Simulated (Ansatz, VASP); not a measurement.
# Two plane-wave programs on Ti2O

```
Ti O
1.0
    -2.95295    0.00000    0.00000
    -1.47648   -2.55733    0.00000
     0.00000    0.00000   14.17120
Ti O
6 3
Direct
  0.66667 0.66667 0.08756
  0.66667 0.66667 0.42089
  0.66667 0.66667 0.75422
  0.33333 0.33333 0.24578
  0.33333 0.33333 0.57911
  0.33333 0.33333 0.91244
  0.00000 0.00000 0.00000
  0.00000 0.00000 0.33333
  0.00000 0.00000 0.66667
```

Alike in both runs: task single point; functional PBEsol; k mesh 18 × 18 × 4; occupations gaussian, width 0.15 eV; no spin polarisation.

|  | VASP | Ansatz |
| --- | --- | --- |
| version | VASP 6.6.1 | Ansatz 0.2.0 |
| potentials or method | VASP PAW PBE potentials, release 64 (Ti_sv, O), cutoff 520 eV | scalar-relativistic, plane waves, PAW |
| valence electrons in the cell | 90 | 90 |

|  | VASP | Ansatz | Ansatz less VASP |
| --- | --- | --- | --- |
| gap on the k mesh at the Fermi level (eV) | none | none | - |
| pressure (GPa) | 0.4 | 0.0 | -0.35 |
| rms of the force components (eV/Å) | 0.023 | 0.001 | -0.0225 |

VASP's potentials were made for PBE, not for PBEsol. Atom by atom the forces differ by 0.022 eV/Å (rms over components). A gap of «none» marks a metal or a gap that the smearing closes.
